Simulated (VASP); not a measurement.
Input of a VASP 6.6.1 run:

INCAR

```
PREC     = Accurate       # precision mode
ENCUT    = 520            # plane-wave cutoff, eV
EDIFF    = 1E-6           # SCF threshold, eV
ISMEAR   = -1             # smearing method
SIGMA    = 0.05           # smearing width, eV
LREAL    = F              # projectors in reciprocal space
LASPH    = T              # aspherical terms in the spheres
NELM     = 60             # most SCF steps
ALGO     = Normal         # electronic algorithm
ISIF     = 2              # what is computed and relaxed
LWAVE    = F              # write WAVECAR
LCHARG   = T              # write CHGCAR
LELF     = T              # ELF
LVHAR    = T            
NBANDS   = 36             # bands
```

KPOINTS

```
regular mesh
0
Gamma
  6 6 6
```

File POSCAR:

```
GaGe3
1.0
    4.2784660000      0.0000000000      0.0000000000
    0.0000000000      4.2784660000      0.0000000000
    0.0000000000      0.0000000000      4.2784660000
Ge Ga
3 1
Direct
    0.5000000000      0.5000000000      0.0000000000
    0.5000000000      0.0000000000      0.5000000000
    0.0000000000      0.5000000000      0.5000000000
    0.0000000000      0.0000000000      0.0000000000
```

Potentials or basis: VASP PAW LDA potentials, release 64 (Ge_d, Ga_d).

Run with:

```console
$ cat potpaw_LDA.64/Ge_d/POTCAR potpaw_LDA.64/Ga_d/POTCAR > POTCAR
$ mpirun -np 1 vasp_std > vasp.out
```

Estimate the pressure.

-4.8 GPa.

Predict the band gap on the k mesh.

zero (an odd number of electrons rules out a gap without spin polarisation).

Caveat: the cell stands under tension.
